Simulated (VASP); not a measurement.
# TaN (Fm-3m) in VASP: single point with r2SCAN+U

Aim: the single point of TaN with r2SCAN+U.

Program: VASP 6.6.1. These are calculated values, not measurements. Logs are shortened: lines on timing, memory, paths and dates and some standing lists are left out, and cuts for length are marked.

## (1) The cell of the first run

Symmetry: Fm-3m, No. 225, cubic system. The conventional cell has a = 4.358 Å, b = 4.358 Å, c = 4.358 Å, α = 90.00°, β = 90.00°, γ = 90.00°. Ta (site symmetry m-3m) has 6 N at 2.18 Å within 2.9 Å. Within 2.9 Å of N (site symmetry m-3m) lie 6 Ta at 2.18 Å.

## (2) Single point, r2SCAN+U, collinear spin

POSCAR reads:

```
TaN
1.0
    0.0000000000      2.1790013100      2.1790013100
    2.1790013100      0.0000000000      2.1790013100
    2.1790013100      2.1790013100      0.0000000000
Ta N
1 1
Direct
    0.5000000000      0.5000000000      0.5000000000
    0.0000000000      0.0000000000      0.0000000000
```

INCAR.step1 reads:

```
SYSTEM = TaN
PREC = Accurate ; ENCUT = 770
ISMEAR = 0 ; SIGMA = 0.05
LREAL = .False. ; LASPH = .True.
NELM = 200 ; ISPIN = 2
MAGMOM = 2 0 ; LMAXMIX = 4
LDAU = .True. ; LDAUTYPE = 2
LDAUL = 2 -1 ; LDAUU = 4 0
LDAUJ = 0 0 ; NBANDS = 20
GGA = PE ; ALGO = Normal
EDIFF = 1E-5 ; LWAVE = .True.
LCHARG = .False. ; GGA_COMPAT = .False.
```

INCAR.step2 reads:

```
SYSTEM = TaN
PREC = Accurate ; ENCUT = 770
EDIFF = 1E-6 ; ISMEAR = 0
SIGMA = 0.05 ; LREAL = .False.
LASPH = .True. ; NELM = 200
ALGO = Normal ; ISIF = 2
LWAVE = .False. ; LCHARG = .False.
ISPIN = 2 ; MAGMOM = 2 0
LORBIT = 11 ; LMAXMIX = 4
LDAU = .True. ; LDAUTYPE = 2
LDAUL = 2 -1 ; LDAUU = 4 0
LDAUJ = 0 0 ; LDAUPRINT = 1
METAGGA = R2SCAN ; LMIXTAU = .True.
NBANDS = 20 ; ISTART = 1
GGA_COMPAT = .False.
```

KPOINTS reads:

```
Automatic mesh
0
Gamma
  7 7 7
  0 0 0
```

Potentials or basis: VASP PAW PBE potentials, release 64 (Ta_sv_GW, N).

Launch:

```
cat potpaw_PBE.64/Ta_sv_GW/POTCAR potpaw_PBE.64/N/POTCAR > POTCAR
cp INCAR.step1 INCAR
mpirun -np 1 vasp_std > vasp.out
cp INCAR.step2 INCAR
mpirun -np 1 vasp_std > vasp.out
```

OUTCAR:

```text
SYSTEM = TaN
   PREC = Accurate
   ENCUT = 770
   EDIFF = 1E-6
   ISMEAR = 0
   LREAL = .False.
   LASPH = .True.
   NELM = 200
   ISIF = 2
   ISPIN = 2
   LORBIT = 11
   METAGGA = R2SCAN
   ISTART = 1

 ion  position               nearest neighbor table
   1  0.500  0.500  0.500-   2 2.18   2 2.18   2 2.18   2 2.18   2 2.18   2 2.18
   2  0.000  0.000  0.000-   1 2.18   1 2.18   1 2.18   1 2.18   1 2.18   1 2.18

  LATTYP: Found a face centered cubic cell.
 ALAT       =     4.3580026200

  Lattice vectors:

 A1 = (   0.0000000000,   2.1790013100,   2.1790013100)
 A2 = (   2.1790013100,   0.0000000000,   2.1790013100)
 A3 = (   2.1790013100,   2.1790013100,   0.0000000000)

Analysis of symmetry for initial positions (statically):
=====================================================================
 Subroutine PRICEL returns:
 Original cell was already a primitive cell.

 Routine SETGRP: Setting up the symmetry group for a
 face centered cubic supercell.

 Subroutine GETGRP returns: Found 48 space group operations
 (whereof 48 operations were pure point group operations)
 out of a pool of 48 trial point group operations.

The static configuration has the point symmetry O_h .

Analysis of symmetry for dynamics (positions and initial velocities):
=====================================================================
 Subroutine PRICEL returns:
 Original cell was already a primitive cell.

 Routine SETGRP: Setting up the symmetry group for a
 face centered cubic supercell.

 Subroutine GETGRP returns: Found 48 space group operations
 (whereof 48 operations were pure point group operations)
 out of a pool of 48 trial point group operations.

The dynamic configuration has the point symmetry O_h .

Analysis of structural, dynamic, and magnetic symmetry:
=====================================================================
 Subroutine PRICEL returns:
 Original cell was already a primitive cell.

 Routine SETGRP: Setting up the symmetry group for a
 face centered cubic supercell.

 Subroutine GETGRP returns: Found 48 space group operations
 (whereof 48 operations were pure point group operations)
 out of a pool of 48 trial point group operations.

The overall configuration has the point symmetry O_h .

 Subroutine INISYM returns: Found 48 space group operations
 (whereof 48 operations are pure point group operations),
 and found     1 'primitive' translations

----------------------------------------------------------------------------------------

                                     Primitive cell

  volume of cell :      20.6920

  direct lattice vectors                    reciprocal lattice vectors
     0.000000000  2.179001310  2.179001310    -0.229462918  0.229462918  0.229462918
     2.179001310  0.000000000  2.179001310     0.229462918 -0.229462918  0.229462918
     2.179001310  2.179001310  0.000000000     0.229462918  0.229462918 -0.229462918

  length of vectors
     3.081573205  3.081573205  3.081573205     0.397441433  0.397441433  0.397441433

  position of ions in fractional coordinates (direct lattice)
     0.500000000  0.500000000  0.500000000
     0.000000000  0.000000000  0.000000000

  ion indices of the primitive-cell ions
   primitive index   ion index
                 1           1
                 2           2

[... 71 lines left out ...]
   NFREE  =      0    steps in history (QN), initial steepest desc. (CG)
   ISIF   =      2    stress and relaxation
   ISYM   =      2    0-nonsym 1-usesym 2-fastsym
   POTIM  = 0.5000    time-step for ionic-motion
   TEBEG  =    0.0;   TEEND  =   0.0 temperature during run
   PSTRESS=    0.0 pullay stress
   NELECT =      18.0000    total number of electrons
   NUPDOWN=      -1.0000    fix difference up-down
   EMIN   =  10.00;   EMAX   =-10.00  energy-range for DOS
   EFERMI =   0.00;   METHOD = LEGACY
   ISMEAR =     0;   SIGMA  =   0.05  broadening in eV -4-tet -1-fermi 0-gaus
   EFERMI_NEDOS =   21; number of points for ismear=-14 and -15
   IALGO  =     38    algorithm
   IMIX   =      4    mixing-type and parameters
     AMIX     =   0.40;   BMIX     =  1.00
     AMIX_MAG =   1.60;   BMIX_MAG =  1.00
  volume/ion in A,a.u.               =      10.35        69.82
  Fermi-wavevector in a.u.,A,eV,Ry     =   1.562781  2.953228 33.229306  2.442285
  Thomas-Fermi vector in A             =   2.665649
   LORBIT       =     11    0 simple, 1 ext, 2 COOP (PROOUT), +10 PAW based schemes
 LDA+U is selected, type is set to LDAUTYPE =  2
   angular momentum for each species LDAUL =     2   -1
   U (eV)           for each species LDAUU =   4.0  0.0
   J (eV)           for each species LDAUJ =   0.0  0.0
   METAGGA = R2SCAN    functional components
   LHFCALC =     F    Hartree Fock is set to
   AEXX    =    0.0000 exact exchange contribution
   IVDW    =     0    specifies the selected vdW correction
   LEPSILON=     F    determine dielectric tensor
   LRPA    =     F    only Hartree local field effects (RPA)
 spin polarized calculation
 Gauss-broadening in eV      SIGMA  =   0.05
  energy-cutoff  :      770.00
  volume of cell :       20.69
 maximum number of plane-waves:      1014
   NGX = 13   NGY = 13   NGZ = 13

 number of electron      17.9999999 magnetization      -0.0000006

atom =   1  type =  1  l = 2

 onsite density matrix

spin component  1

  0.2541  0.0000 -0.0000 -0.0000 -0.0000
  0.0000  0.2541 -0.0000 -0.0000 -0.0000
 -0.0000 -0.0000  0.1883 -0.0000  0.0000
 -0.0000 -0.0000 -0.0000  0.2541 -0.0000
 -0.0000 -0.0000  0.0000 -0.0000  0.1883

spin component  2

  0.2541  0.0000 -0.0000 -0.0000 -0.0000
  0.0000  0.2541 -0.0000 -0.0000 -0.0000
 -0.0000 -0.0000  0.1883 -0.0000  0.0000
 -0.0000 -0.0000 -0.0000  0.2541 -0.0000
 -0.0000 -0.0000  0.0000 -0.0000  0.1883

 occupancies and eigenvectors

  o =  0.1883  v =  0.0000 -0.0000 -0.0020 -0.0000 -1.0000  0.0000  0.0000  0.0000  0.0000  0.0000      0.0000  0.0000  0.0000  0.0000  0.0000  0.0000  0.0000  0.0000  0.0000  0.0000
  o =  0.1883  v =  0.0000 -0.0000  1.0000  0.0000 -0.0020  0.0000  0.0000  0.0000  0.0000  0.0000      0.0000  0.0000  0.0000  0.0000  0.0000  0.0000  0.0000  0.0000  0.0000  0.0000
  o =  0.1883  v =  0.0000  0.0000  0.0000  0.0000  0.0000  0.0000  0.0000 -0.0107 -0.0000  0.9999      0.0000  0.0000  0.0000  0.0000  0.0000  0.0000  0.0000  0.0000  0.0000  0.0000
  o =  0.1883  v =  0.0000  0.0000  0.0000  0.0000  0.0000  0.0000 -0.0000 -0.9999  0.0000 -0.0107      0.0000  0.0000  0.0000  0.0000  0.0000  0.0000  0.0000  0.0000  0.0000  0.0000
  o =  0.2541  v =  0.0000  0.0000  0.0000  0.0000  0.0000  0.0000 -0.6049  0.0000 -0.7963  0.0000      0.0000  0.0000  0.0000  0.0000  0.0000  0.0000  0.0000  0.0000  0.0000  0.0000
  o =  0.2541  v =  0.0000  0.0000  0.0000  0.0000  0.0000  1.0000  0.0000  0.0000  0.0000  0.0000      0.0000  0.0000  0.0000  0.0000  0.0000  0.0000  0.0000  0.0000  0.0000  0.0000
  o =  0.2541  v =  0.0000  0.0000  0.0000  0.0000  0.0000  0.0000  0.7963 -0.0000 -0.6049 -0.0000      0.0000  0.0000  0.0000  0.0000  0.0000  0.0000  0.0000  0.0000  0.0000  0.0000
  o =  0.2541  v =  0.0000 -0.9170 -0.0000 -0.3989  0.0000  0.0000  0.0000  0.0000  0.0000  0.0000      0.0000  0.0000  0.0000  0.0000  0.0000  0.0000  0.0000  0.0000  0.0000  0.0000
  o =  0.2541  v =  0.0000 -0.3989 -0.0000  0.9170 -0.0000  0.0000  0.0000  0.0000  0.0000  0.0000      0.0000  0.0000  0.0000  0.0000  0.0000  0.0000  0.0000  0.0000  0.0000  0.0000
  o =  0.2541  v =  1.0000  0.0000  0.0000  0.0000  0.0000  0.0000  0.0000  0.0000  0.0000  0.0000      0.0000  0.0000  0.0000  0.0000  0.0000  0.0000  0.0000  0.0000  0.0000  0.0000

 number of electron      17.9999999 magnetization       0.0000001

 Free energy of the ion-electron system (eV)
  ---------------------------------------------------
  ext. energy  EPLUGINS =         0.00000000
  ---------------------------------------------------
  free energy    TOTEN  =       -58.62865342 eV

  energy without entropy =      -58.62795836  energy(sigma->0) =      -58.62830589

 E-fermi :  14.9156     XC(G=0): -14.9790

 val. band max:       14.6935784368   @ k =  -0.2857   0.1429   0.0000
 cond. band min:      14.9566532598   @ k =   0.2857   0.0000   0.0000
 fundamental gap:      0.2630748230
 Fermi energy:        14.9155790303

 spin component 1

 k-point     1 :       0.0000    0.0000    0.0000
  band No.  band energies     occupation
      1     -57.6878      1.00000
      2     -23.1194      1.00000
      3     -23.1194      1.00000
      4     -23.1194      1.00000
      5      -5.7363      1.00000
      6      10.3410      1.00000
[... 436 lines left out ...]
      6       6.2006      1.00000
[... 12 lines left out ...]
     19      35.6826      0.00000
     20      39.1546      0.00000
 Fermi energy:        14.9155790303

 spin component 2

 k-point     1 :       0.0000    0.0000    0.0000
  band No.  band energies     occupation
      1     -57.6878      1.00000
      2     -23.1194      1.00000
      3     -23.1194      1.00000
      4     -23.1194      1.00000
      5      -5.7363      1.00000
      6      10.3410      1.00000
[... 449 lines left out ...]
     19      35.6826      0.00000
     20      39.1546      0.00000

------------------------ aborting loop because EDIFF is reached ----------------------------------------

  FORCE on cell =-STRESS in cart. coord.  units (eV):
  Direction    XX          YY          ZZ          XY          YZ          ZX
  --------------------------------------------------------------------------------------
  -------------------------------------------------------------------------------------
  Total        2.9567230      2.9567230      2.9567230     -0.0000000     -0.0000000     -0.0000000
  in kB      228.9384571    228.9384571    228.9384571     -0.0000000     -0.0000000     -0.0000000
  external PRESSURE =     228.9384571 kB  Pullay stress =       0.0000000 kB

 VOLUME and BASIS-vectors are now :
 -----------------------------------------------------------------------------
  energy-cutoff  :      770.00
  volume of cell :       20.69
      direct lattice vectors                 reciprocal lattice vectors
     0.000000000  2.179001310  2.179001310    -0.229462918  0.229462918  0.229462918
     2.179001310  0.000000000  2.179001310     0.229462918 -0.229462918  0.229462918
     2.179001310  2.179001310  0.000000000     0.229462918  0.229462918 -0.229462918

 POSITION                                       TOTAL-FORCE (eV/Angst)
 -----------------------------------------------------------------------------------
      2.17900      2.17900      2.17900        -0.000000     -0.000000     -0.000000
      0.00000      0.00000      0.00000         0.000000      0.000000      0.000000
 -----------------------------------------------------------------------------------
    total drift:                                0.000000      0.000000      0.000000

  FREE ENERGIE OF THE ION-ELECTRON SYSTEM (eV)
  ---------------------------------------------------
  free  energy   TOTEN  =       -58.6286534224 eV

  energy  without entropy=      -58.6279583592  energy(sigma->0) =      -58.62830589

 total charge

# of ion       s       p       d       f       tot
--------------------------------------------------
    1        2.658   6.067   2.235   0.155  11.114
    2        1.240   2.607   0.000   0.000   3.846
--------------------------------------------------
tot          3.898   8.674   2.235   0.155  14.960

 magnetization (x)

# of ion       s       p       d       f       tot
--------------------------------------------------
    1       -0.000  -0.000  -0.000  -0.000  -0.000
    2        0.000   0.000   0.000   0.000   0.000
--------------------------------------------------
tot         -0.000   0.000  -0.000  -0.000  -0.000
```

Wall time 72 s (1 thread of AMD EPYC 9R45 (Zen 5), shared host); peak memory 0.18 GiB.

What came out:

* Free energy: -58.6287 eV
* Pressure: 22.9 GPa
* Band gap on the k mesh: zero (filled and empty bands overlap)
* Net moment: 0.00 μB per cell
* Valence electrons inside the program's atomic spheres: Ta 11.11; N 3.85

Eigenvalues of the final occupation matrices:
```tsv
site	spin	trace	eigenvalues
site 1 d	1	1.14	0.19 0.19 0.25 0.25 0.25
site 1 d	2	1.14	0.19 0.19 0.25 0.25 0.25
```

Caveat: the cell stands under pressure; the PAW data sets were made with another functional, which shifts forces and pressure a little; spin-orbit coupling is left out, which moves the levels of the heavy elements.

The gap in the log of VASP goes by the Fermi energy; the results here count the filled bands.